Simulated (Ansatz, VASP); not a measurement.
# TePd in VASP and in Ansatz

The input INCAR:

```
  PREC = Accurate
  ENCUT = 500
  EDIFF = 1E-6
  ISMEAR = 0
  SIGMA = 0.05
  LREAL = F
  LASPH = T
  NELM = 200
  ALGO = Normal
  ISIF = 2
  LWAVE = F
  LCHARG = F
  ISPIN = 2
  MAGMOM = 0 0
  LORBIT = 11
  LMAXMIX = 4
  LDAU = T
  LDAUTYPE = 1
  LDAUL = 2 -1
  LDAUU = 5 0
  LDAUJ = 0.9 0
  LDAUPRINT = 1
  GGA = CA
  NBANDS = 19
  GGA_COMPAT = F
```

File KPOINTS:

```
regular mesh
0
Gamma
  5 5 5
```

Contents of POSCAR:

```
TePd
1.0
    3.6310931200      0.0000000000      0.0000000000
    0.0000000000      3.6310931200      0.0000000000
    0.0000000000      0.0000000000      3.6310931200
Pd Te
1 1
Direct
    0.0000000000      0.0000000000      0.0000000000
    0.5000000000      0.5000000000      0.5000000000
```

Input for Ansatz:

```yaml
crystal:
  lattice:
    - [3.63109312, 0.0, 0.0]
    - [0.0, 3.63109312, 0.0]
    - [0.0, 0.0, 3.63109312]
  atoms:
    - { symbol: Pd, position: [0.0, 0.0, 0.0], spin: 2.0 }
    - { symbol: Te, position: [0.5, 0.5, 0.5] }
basis:
  ecutwfc: 420
  ecutrho_ratio: 4
kpoints:
  mp_grid: { grid: [5, 5, 5] }
hamiltonian:
  xc: lda
  hubbard:
    sites:
      - { site: 0, l: d, u: 5.0, j: 0.9, starting_ns: [{ spin: up, occupation_matrix: s0up }, { spin: down, occupation_matrix: s0down }] }
    occupation_matrices:
      s0up:
        matrix:
          - [0.97, 0.0, 0.0, 0.0, 0.0]
          - [0.0, 0.97, 0.0, 0.0, 0.0]
          - [0.0, 0.0, 0.97, 0.0, 0.0]
          - [0.0, 0.0, 0.0, 0.97, 0.0]
          - [0.0, 0.0, 0.0, 0.0, 0.97]
      s0down:
        matrix:
          - [0.97, 0.0, 0.0, 0.0, 0.0]
          - [0.0, 0.02, 0.0, 0.0, 0.0]
          - [0.0, 0.0, 0.02, 0.0, 0.0]
          - [0.0, 0.0, 0.0, 0.97, 0.0]
          - [0.0, 0.0, 0.0, 0.0, 0.97]
    ns_hold: { iters: 10 }
scf:
  occupations: { method: gaussian, width: 0.05 }
  lower_state_search: "off"
  max_iter: 150
output:
  forces: true
  stress: true
  eigenvalues: true
  populations: true
  hubbard: { sites: [{ site: 0, l: d }] }
  write_density: true
  write_potential: true
  elf: true
  volumetric_format: npy
magnetization:
  spin_polarized: true
```

Alike in both runs: task single point; functional LDA; k mesh 5 × 5 × 5; occupations gaussian, width 0.05 eV; collinear spin; Hubbard terms Pd d U = 5.0 eV, J = 0.9 eV.

|  | VASP | Ansatz |
| --- | --- | --- |
| version | VASP 6.6.1 | Ansatz 0.2.0 |
| potentials or method | VASP PAW LDA potentials, release 64 (Pd, Te), cutoff 500 eV | scalar-relativistic, plane waves, PAW |
| valence electrons in the cell | 16 | 34 |

|  | VASP | Ansatz | Ansatz less VASP |
| --- | --- | --- | --- |
| gap on the k mesh at the Fermi level (eV) | none | none | - |
| pressure (GPa) | -17.6 | -16.3 | +1.32 |
| net moment per atom (μB) | 0.00 | 0.00 | 0.000 |

LDA's correlation is that of Perdew and Zunger in VASP and of Perdew and Wang (1992) in Ansatz. The programs project onto different local orbitals, so the same U acts differently, and such runs can settle in different states. A gap of «none» marks a metal or a gap that the smearing closes. VASP's potentials hold 16 valence electrons a cell and Ansatz's 34, so a difference there can come from the potentials and not from the codes. Ansatz's warnings: filled band counts differ across k points, seeded moment not kept, specified occupation not kept, symmetry narrowed by occupation matrices.

Neither program's run includes spin-orbit coupling.
